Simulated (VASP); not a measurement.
# Ga3P (Pm-3m) in VASP: notebook

Ga3P is run at these levels: PBE; tasks: single point, relaxation of cell and atoms.

All numbers are computed with VASP 6.6.1; they aren't measurements. Logs are shortened: lines on timing, memory, paths and dates and some standing lists are left out, and cuts for length are marked.

### 1 The cell of the first run

It takes space group Pm-3m (No. 221, cubic). The conventional cell has a = 4.189 Å, b = 4.189 Å, c = 4.189 Å, α = 90.00°, β = 90.00°, γ = 90.00°. Ga (site symmetry 4/mmm) has 8 Ga at 2.96 Å and 4 P at 2.96 Å within 3.9 Å. P (site symmetry m-3m) has 12 Ga at 2.96 Å within 3.9 Å.

### 2 Single point, PBE

INCAR

```
  PREC = Accurate
  ENCUT = 520
  EDIFF = 1E-7
  ISMEAR = 0
  SIGMA = 0.1
  LREAL = False
  LASPH = True
  NELM = 100
  ALGO = Normal
  ISIF = 2
  LWAVE = False
  LCHARG = True
  GGA = PE
  LELF = True
  LVHAR = True
  NBANDS = 30
```

KPOINTS

```
regular mesh
0
Gamma
  12 12 12
```

POSCAR

```
Ga3P
1.0
    4.1892819689      0.0000000000      0.0000000000
    0.0000000000      4.1892819689      0.0000000000
    0.0000000000      0.0000000000      4.1892819689
Ga P
3 1
Direct
    0.0000000000      0.5000000000      0.5000000000
    0.5000000000      0.0000000000      0.5000000000
    0.5000000000      0.5000000000      0.0000000000
    0.0000000000      0.0000000000      0.0000000000
```

Potentials or basis: VASP PAW PBE potentials, release 64 (Ga_d, P).

Command:

```sh
$ cat potpaw_PBE.64/Ga_d/POTCAR potpaw_PBE.64/P/POTCAR > POTCAR
$ mpirun -np 1 vasp_std > vasp.out
```

OUTCAR:

```text
PREC = Accurate
   ENCUT = 520
   EDIFF = 1E-7
   ISMEAR = 0
   LREAL = False
   LASPH = True
   NELM = 100
   ISIF = 2
   GGA = PE

 ion  position               nearest neighbor table
   1  0.000  0.500  0.500-
   2  0.500  0.000  0.500-
   3  0.500  0.500  0.000-
   4  0.000  0.000  0.000-

  LATTYP: Found a simple cubic cell.
 ALAT       =     4.1892819689

  Lattice vectors:

 A1 = (   4.1892819689,   0.0000000000,   0.0000000000)
 A2 = (   0.0000000000,   4.1892819689,   0.0000000000)
 A3 = (   0.0000000000,   0.0000000000,   4.1892819689)

Analysis of symmetry for initial positions (statically):
=====================================================================
 Subroutine PRICEL returns:
 Original cell was already a primitive cell.

 Routine SETGRP: Setting up the symmetry group for a
 simple cubic supercell.

 Subroutine GETGRP returns: Found 48 space group operations
 (whereof 48 operations were pure point group operations)
 out of a pool of 48 trial point group operations.

The static configuration has the point symmetry O_h .

Analysis of symmetry for dynamics (positions and initial velocities):
=====================================================================
 Subroutine PRICEL returns:
 Original cell was already a primitive cell.

 Routine SETGRP: Setting up the symmetry group for a
 simple cubic supercell.

 Subroutine GETGRP returns: Found 48 space group operations
 (whereof 48 operations were pure point group operations)
 out of a pool of 48 trial point group operations.

The dynamic configuration has the point symmetry O_h .

 Subroutine INISYM returns: Found 48 space group operations
 (whereof 48 operations are pure point group operations),
 and found     1 'primitive' translations

----------------------------------------------------------------------------------------

                                     Primitive cell

  volume of cell :      73.5222

  direct lattice vectors                    reciprocal lattice vectors
     4.189281969  0.000000000  0.000000000     0.238704391  0.000000000  0.000000000
     0.000000000  4.189281969  0.000000000     0.000000000  0.238704391  0.000000000
     0.000000000  0.000000000  4.189281969     0.000000000  0.000000000  0.238704391

  length of vectors
     4.189281969  4.189281969  4.189281969     0.238704391  0.238704391  0.238704391

  position of ions in fractional coordinates (direct lattice)
     0.000000000  0.500000000  0.500000000
     0.500000000  0.000000000  0.500000000
     0.500000000  0.500000000  0.000000000
     0.000000000  0.000000000  0.000000000

  ion indices of the primitive-cell ions
   primitive index   ion index
                 1           1
                 2           2
                 3           3
                 4           4

----------------------------------------------------------------------------------------

 KPOINTS: regular mesh

Automatic generation of k-mesh.
 Grid dimensions read from file:
 generate k-points for:   12   12   12

 Generating k-lattice:

  Cartesian coordinates                     Fractional coordinates (reciprocal lattice)
     0.019892033  0.000000000  0.000000000     0.083333333  0.000000000  0.000000000
     0.000000000  0.019892033  0.000000000     0.000000000  0.083333333  0.000000000
     0.000000000  0.000000000  0.019892033     0.000000000  0.000000000  0.083333333

  Length of vectors
     0.019892033  0.019892033  0.019892033

  Shift w.r.t. Gamma in fractional coordinates (k-lattice)
     0.000000000  0.000000000  0.000000000

 Subroutine IBZKPT returns following result:
 ===========================================

 Found     84 irreducible k-points:

 Following reciprocal coordinates:
            Coordinates               Weight
  0.000000  0.000000  0.000000      1.000000
  0.083333  0.000000  0.000000      6.000000
  0.166667  0.000000  0.000000      6.000000
  0.250000  0.000000  0.000000      6.000000
  0.333333  0.000000  0.000000      6.000000
  0.416667  0.000000  0.000000      6.000000
[... 16 lines left out ...]
  0.333333  0.333333  0.000000     12.000000
  0.416667  0.333333  0.000000     24.000000
 [... further k-points ...]
   k-points           NKPTS =     84   k-points in BZ     NKDIM =     84   number of bands    NBANDS=     30
   number of dos      NEDOS =    301   number of ions     NIONS =      4
   total plane-waves  NPLWV =  32768
   dimension x,y,z NGX =    32 NGY =   32 NGZ =   32
   dimension x,y,z NGXF=    64 NGYF=   64 NGZF=   64
   ions per type =               3   1
   NGX,Y,Z   is equivalent  to a cutoff of  12.70, 12.70, 12.70 a.u.
   NGXF,Y,Z  is equivalent  to a cutoff of  25.40, 25.40, 25.40 a.u.
 SYSTEM =  unknown system
   PREC   = accura    normal or accurate (medium, high low for compatibility)
   ISTART =      0    job   : 0-new  1-cont  2-samecut
   ICHARG =      2    charge: 1-file 2-atom 10-const
   ISPIN  =      1    spin polarized calculation?
   LNONCOLLINEAR =      F non collinear calculations
   LSORBIT =      F    spin-orbit coupling
   LASPH  =      T    aspherical Exc in radial PAW
   ENCUT  =  520.0 eV  38.22 Ry    6.18 a.u.   7.79  7.79  7.79*2*pi/ulx,y,z
   NELM   =    100;   NELMIN=  2; NELMDL= -5     # of ELM steps
   EDIFF  = 0.1E-06   stopping-criterion for ELM
   LREAL  =      F    real-space projection
   EDIFFG = 0.1E-05   stopping-criterion for IOM
   NSW    =      0    number of steps for IOM
   IBRION =     -1    ionic relax: 0-MD 1-quasi-New 2-CG
   NFREE  =      0    steps in history (QN), initial steepest desc. (CG)
   ISIF   =      2    stress and relaxation
   ISYM   =      2    0-nonsym 1-usesym 2-fastsym
   POTIM  = 0.5000    time-step for ionic-motion
   TEBEG  =    0.0;   TEEND  =   0.0 temperature during run
   PSTRESS=    0.0 pullay stress
   NELECT =      44.0000    total number of electrons
   NUPDOWN=      -1.0000    fix difference up-down
   EMIN   =  10.00;   EMAX   =-10.00  energy-range for DOS
   EFERMI =   0.00;   METHOD = LEGACY
   ISMEAR =     0;   SIGMA  =   0.10  broadening in eV -4-tet -1-fermi 0-gaus
   EFERMI_NEDOS =   21; number of points for ismear=-14 and -15
   IALGO  =     38    algorithm
   IMIX   =      4    mixing-type and parameters
     AMIX     =   0.40;   BMIX     =  1.00
     AMIX_MAG =   1.60;   BMIX_MAG =  1.00
  volume/ion in A,a.u.               =      18.38       124.04
  Fermi-wavevector in a.u.,A,eV,Ry     =   1.379599  2.607064 25.895870  1.903293
  Thomas-Fermi vector in A             =   2.504553
   LORBIT       =      0    0 simple, 1 ext, 2 COOP (PROOUT), +10 PAW based schemes
   GGA     = PE    functional components
   LHFCALC =     F    Hartree Fock is set to
   AEXX    =    0.0000 exact exchange contribution
   IVDW    =     0    specifies the selected vdW correction
   LEPSILON=     F    determine dielectric tensor
   LRPA    =     F    only Hartree local field effects (RPA)
 non-spin polarized calculation
 Gauss-broadening in eV      SIGMA  =   0.10
  energy-cutoff  :      520.00
  volume of cell :       73.52
 maximum number of plane-waves:      2008
 NGX is ok and might be reduce to    32
   NGX = 15   NGY = 15   NGZ = 15

 number of electron      43.9999971 magnetization

 Free energy of the ion-electron system (eV)
  ---------------------------------------------------
  ext. energy  EPLUGINS =         0.00000000
  ---------------------------------------------------
  free energy    TOTEN  =       -13.46367437 eV

  energy without entropy =      -13.45272183  energy(sigma->0) =      -13.45819810

 E-fermi :   5.9135     XC(G=0): -10.9567

 val. band max:        5.9127804262   @ k =   0.4167   0.0000   0.0000
 cond. band min:       5.9215027084   @ k =   0.4167   0.0000   0.0000
 fundamental gap:      0.0087222822
 Fermi energy:         5.9135432144

 k-point     1 :       0.0000    0.0000    0.0000
  band No.  band energies     occupation
      1      -9.0401      2.00000
      2      -9.0123      2.00000
      3      -9.0123      2.00000
      4      -9.0123      2.00000
      5      -8.9095      2.00000
      6      -8.9095      2.00000
[... 22 lines left out ...]
     29      13.1603      0.00000
     30      13.3389      0.00000

 k-point     2 :       0.0833    0.0000    0.0000
  band No.  band energies     occupation
      1      -9.0347      2.00000
      2      -9.0110      2.00000
      3      -9.0070      2.00000
      4      -9.0070      2.00000
      5      -8.9086      2.00000
      6      -8.9054      2.00000
[... 22 lines left out ...]
     29      13.3839      0.00000
     30      13.4106      0.00000

 k-point     3 :       0.1667    0.0000    0.0000
  band No.  band energies     occupation
      1      -9.0190      2.00000
      2      -9.0076      2.00000
      3      -8.9916      2.00000
      4      -8.9916      2.00000
      5      -8.9059      2.00000
      6      -8.8936      2.00000
[... 22 lines left out ...]
     29      13.5168      0.00000
     30      13.8126      0.00000

 k-point     4 :       0.2500    0.0000    0.0000
  band No.  band energies     occupation
      1      -9.0027      2.00000
      2      -8.9954      2.00000
      3      -8.9668      2.00000
      4      -8.9668      2.00000
      5      -8.9019      2.00000
      6      -8.8757      2.00000
[... 22 lines left out ...]
     29      13.7296      0.00000
     30      14.1888      0.00000

 k-point     5 :       0.3333    0.0000    0.0000
  band No.  band energies     occupation
      1      -8.9977      2.00000
      2      -8.9678      2.00000
      3      -8.9344      2.00000
      4      -8.9344      2.00000
      5      -8.8964      2.00000
      6      -8.8542      2.00000
[... 22 lines left out ...]
     29      14.0006      0.00000
     30      14.0749      0.00000
[... 526 lines left out ...]
     29      10.9767      0.00000
     30      12.2476      0.00000

 k-point    22 :       0.5000    0.2500    0.0000
  band No.  band energies     occupation
      1      -8.9532      2.00000
      2      -8.9179      2.00000
      3      -8.9017      2.00000
      4      -8.8755      2.00000
      5      -8.8662      2.00000
      6      -8.8316      2.00000
[... 22 lines left out ...]
     29      10.6397      0.00000
     30      13.6993      0.00000

 k-point    23 :       0.3333    0.3333    0.0000
  band No.  band energies     occupation
      1      -8.9447      2.00000
      2      -8.9446      2.00000
      3      -8.8979      2.00000
      4      -8.8872      2.00000
      5      -8.8824      2.00000
      6      -8.8560      2.00000
[... 22 lines left out ...]
     29      11.3486      0.00000
     30      11.9015      0.00000

 k-point    24 :       0.4167    0.3333    0.0000
  band No.  band energies     occupation
      1      -8.9318      2.00000
      2      -8.9311      2.00000
      3      -8.8953      2.00000
      4      -8.8776      2.00000
      5      -8.8648      2.00000
      6      -8.8574      2.00000
[... 22 lines left out ...]
     29      11.7077      0.00000
     30      12.7709      0.00000

 [... further k-points ...]

------------------------ aborting loop because EDIFF is reached ----------------------------------------

  FORCE on cell =-STRESS in cart. coord.  units (eV):
  Direction    XX          YY          ZZ          XY          YZ          ZX
  --------------------------------------------------------------------------------------
  -------------------------------------------------------------------------------------
  Total        0.0161556      0.0161556      0.0161556      0.0000000      0.0000000     -0.0000000
  in kB        0.3520586      0.3520586      0.3520586      0.0000000      0.0000000     -0.0000000
  external PRESSURE =       0.3520586 kB  Pullay stress =       0.0000000 kB

 VOLUME and BASIS-vectors are now :
 -----------------------------------------------------------------------------
  energy-cutoff  :      520.00
  volume of cell :       73.52
      direct lattice vectors                 reciprocal lattice vectors
     4.189281969  0.000000000  0.000000000     0.238704391  0.000000000  0.000000000
     0.000000000  4.189281969  0.000000000     0.000000000  0.238704391  0.000000000
     0.000000000  0.000000000  4.189281969     0.000000000  0.000000000  0.238704391

 POSITION                                       TOTAL-FORCE (eV/Angst)
 -----------------------------------------------------------------------------------
      0.00000      2.09464      2.09464         0.000000      0.000000      0.000000
      2.09464      0.00000      2.09464         0.000000      0.000000      0.000000
      2.09464      2.09464      0.00000         0.000000      0.000000      0.000000
      0.00000      0.00000      0.00000         0.000000      0.000000      0.000000
 -----------------------------------------------------------------------------------
    total drift:                                0.000000     -0.000000     -0.000000

  FREE ENERGIE OF THE ION-ELECTRON SYSTEM (eV)
  ---------------------------------------------------
  free  energy   TOTEN  =       -13.4636743670 eV

  energy  without entropy=      -13.4527218346  energy(sigma->0) =      -13.45819810
```

It took 2.1 min on 1 thread of Intel Xeon 6975P-C (Granite Rapids), shared host; peak memory 0.27 GiB.

Results:

```yaml
Free_energy: -13.4637 eV
Pressure: 0.0 GPa
Band_gap_on_the_k_mesh: zero (bands 22 and 23 overlap by 4.71 eV)
```

Levels at points of the mesh, in eV from the Fermi level:
```tsv
k point	band 18	band 19	band 20	band 21	band 22	band 23	band 24	band 25	band 26	band 27
(0.00, 0.00, 0.00)	-3.47	-3.47	-3.47	-2.29	-2.29	2.68	2.68	2.68	5.29	5.29
(0.50, 0.00, 0.00)	-4.03	-2.01	-2.01	-1.22	-0.29	-0.29	-0.11	1.18	5.45	5.45
(0.50, 0.50, 0.00)	-7.02	-6.79	-1.01	0.02	0.62	0.62	1.84	1.84	2.05	2.22
(0.50, 0.50, 0.50)	-4.96	-4.96	-4.86	-4.86	-4.86	-4.00	5.85	5.85	5.85	10.19
```

### 3 Relaxation of cell and atoms, PBE

This run uses another cell than the first one, of 17.09 Å³/atom.

INCAR

```
SYSTEM = Ga3P
PREC = Accurate ; ENCUT = 600
EDIFF = 1E-6 ; ISMEAR = 0
SIGMA = 0.1 ; LREAL = .False.
LASPH = .True. ; NELM = 100
ALGO = Normal ; ISIF = 3
LWAVE = .False. ; LCHARG = .False.
GGA = PE ; IBRION = 2
NSW = 100 ; EDIFFG = -0.01
```

KPOINTS

```
Automatic mesh
0
Gamma
  12 12 12
  0 0 0
```

POSCAR

```
Ga3P
1.0
    4.0890580714      0.0000000000      0.0000000000
    0.0000000000      4.0890580714      0.0000000000
    0.0000000000      0.0000000000      4.0890580714
Ga P
3 1
Direct
    0.0000000000      0.5000000000      0.5000000000
    0.5000000000      0.0000000000      0.5000000000
    0.5000000000      0.5000000000      0.0000000000
    0.0000000000      0.0000000000      0.0000000000
```

Potentials or basis: VASP PAW PBE potentials, release 64 (Ga_d, P).

Command:

```sh
$ cat potpaw_PBE.64/Ga_d/POTCAR potpaw_PBE.64/P/POTCAR > POTCAR
$ mpirun -np 1 vasp_std > vasp.out
```

It took 6.5 min on 1 thread of Intel Xeon 6975P-C (Granite Rapids), shared host; peak memory 0.31 GiB.

The run converged. Its results:

```
Free energy                           : -13.4621 eV
Relaxed volume                        : 18.39 Å³/atom
Relaxed cell                          : a = 4.190 Å, b = 4.190 Å, c = 4.190 Å, α = 90.00°, β = 90.00°, γ = 90.00°
Space group after relaxing (to 0.1 Å) : Pm-3m (No. 221)
Energy gained by relaxing             : 17.0 meV/atom
Ionic steps                           : 4
Pressure after relaxing               : 0.0 GPa
Band gap on the k mesh                : zero (bands 22 and 23 overlap by 4.71 eV)
```

The path:
| step | energy change (eV) | largest force (eV/Å) | pressure (GPa) | volume (Å³) |
| --- | --- | --- | --- | --- |
| 1 | 0.0000 | 0.0000 | 4.51 | 68.37 |
| 2 | -0.0677 | 0.0000 | 0.29 | 73.25 |
| 3 | -0.0678 | 0.0000 | -0.12 | 73.71 |
| 4 | -0.0679 | 0.0000 | -0.02 | 73.57 |

Final structure:
```yaml
crystal:
  lattice:
    - [4.19023, 0.00000, 0.00000]
    - [0.00000, 4.19023, 0.00000]
    - [0.00000, 0.00000, 4.19023]
  atoms:
    - { symbol: Ga, position: [0.00000, 0.50000, 0.50000] }
    - { symbol: Ga, position: [0.50000, 0.00000, 0.50000] }
    - { symbol: Ga, position: [0.50000, 0.50000, 0.00000] }
    - { symbol: P, position: [0.00000, 0.00000, 0.00000] }
```

Levels at points of the mesh, in eV from the Fermi level:
| k point | band 19 | band 20 | band 21 | band 22 | band 23 | band 24 | band 25 | band 26 |
| --- | --- | --- | --- | --- | --- | --- | --- | --- |
| (0.00, 0.00, 0.00) | -3.46 | -3.46 | -2.29 | -2.29 | 2.68 | 2.68 | 2.68 | 5.29 |
| (0.50, 0.00, 0.00) | -2.01 | -2.01 | -1.22 | -0.29 | -0.29 | -0.11 | 1.18 | 5.45 |
| (0.50, 0.50, 0.00) | -6.79 | -1.00 | 0.02 | 0.62 | 0.62 | 1.84 | 1.84 | 2.05 |
| (0.50, 0.50, 0.50) | -4.96 | -4.86 | -4.86 | -4.86 | -3.99 | 5.85 | 5.85 | 5.85 |
